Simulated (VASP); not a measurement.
**Ta: single point with PBEsol**

Crystal: Ta.

```
CELL_PARAMETERS angstrom
-1.50003 1.50003 1.50003
1.50003 -1.50003 1.50003
1.50003 1.50003 -1.50003
ATOMIC_POSITIONS crystal
Ta 0.00000 0.00000 0.00000
```

This cell differs from its parent crystal: volume scaled by 0.75.

```
Program                : VASP 6.6.1
Task                   : single point
Functional             : PBEsol
Potentials or basis    : VASP PAW PBE potentials, release 64 (Ta_pv)
Cutoff                 : 520 eV
k mesh                 : 22 × 22 × 22
Occupations            : gaussian, width 0.05 eV
Spin                   : no spin polarisation
Dipole correction      : no
Further INCAR settings : ALGO = Normal; EDIFF = 1e-06; NBANDS = 12
```

```
Pressure : 93.9 GPa
```

Levels at points of the mesh, in eV from the Fermi level:
```csv
k point,band 3,band 4,band 5,band 6,band 7,band 8
"(0.00, 0.00, 0.00)",-31.86,-8.89,0.57,0.57,0.57,4.96
"(0.50, 0.00, 0.00)",-31.91,-5.93,-2.69,3.54,5.15,6.54
"(0.50, 0.50, 0.50)",-33.78,-5.95,-5.95,9.46,9.46,9.46
```

Wall time 34 s on 1 thread of AMD EPYC 7R13 Processor (Zen 3) (shared host), peak memory 0.13 GiB.

Caveat: the PAW data sets were made with another functional, which shifts forces and pressure a little; spin-orbit coupling is left out, which moves the levels of the heavy elements.
